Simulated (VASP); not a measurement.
SbPb: single point with LDA

The system is SbPb.

```
Sb Pb
1.0
     0.00000    3.04345    2.96310
     3.04345    0.00000    2.96310
     3.04345    3.04345    0.00000
Sb Pb
1 1
Direct
  0.50000 0.50000 0.50000
  0.00000 0.00000 0.00000
```

This cell differs from its parent crystal: volume 27.446 Å^3 an atom, c/a of the conventional cell 0.9736.

```json
{
 "Program": "VASP 6.6.1",
 "Task": "single point",
 "Functional": "LDA",
 "Potentials or basis": "VASP PAW LDA potentials, release 64 (Sb, Pb_d)",
 "Cutoff": "520 eV",
 "k mesh": "14 × 14 × 14",
 "Occupations": "gaussian, width 0.15 eV",
 "Spin": "no spin polarisation"
}
```

| Property | Result |
| --- | --- |
| Pressure | 5.8 GPa |

Stress tensor (GPa, compression positive):
```
4.41 0.00 0.00
0.00 4.41 0.00
0.00 0.00 8.50
```

Levels at points of the mesh, in eV from the Fermi level:
| k point | band 6 | band 7 | band 8 | band 9 | band 10 | band 11 | band 12 | band 13 | band 14 | band 15 |
| --- | --- | --- | --- | --- | --- | --- | --- | --- | --- | --- |
| (0.00, 0.00, 0.00) | -12.74 | -3.26 | -1.10 | -0.73 | -0.73 | 4.63 | 4.63 | 5.47 | 5.82 | 5.82 |
| (0.50, 0.00, 0.00) | -9.86 | -9.51 | -0.01 | 0.11 | 1.01 | 1.06 | 1.25 | 1.43 | 9.60 | 9.69 |
| (0.50, 0.50, 0.00) | -9.43 | -6.89 | -5.53 | -3.17 | -3.17 | 2.73 | 7.31 | 7.31 | 9.84 | 11.15 |
| (0.50, 0.00, 0.50) | -9.82 | -6.47 | -5.49 | -3.24 | -2.89 | 2.84 | 6.97 | 7.86 | 9.57 | 11.15 |

Run time: 48 s on 1 thread of Intel(R) Xeon(R) 6975P-C (Granite Rapids), on a shared host, peak memory 0.33 GiB.

Caveat: spin-orbit coupling is left out, which moves the levels of the heavy elements.
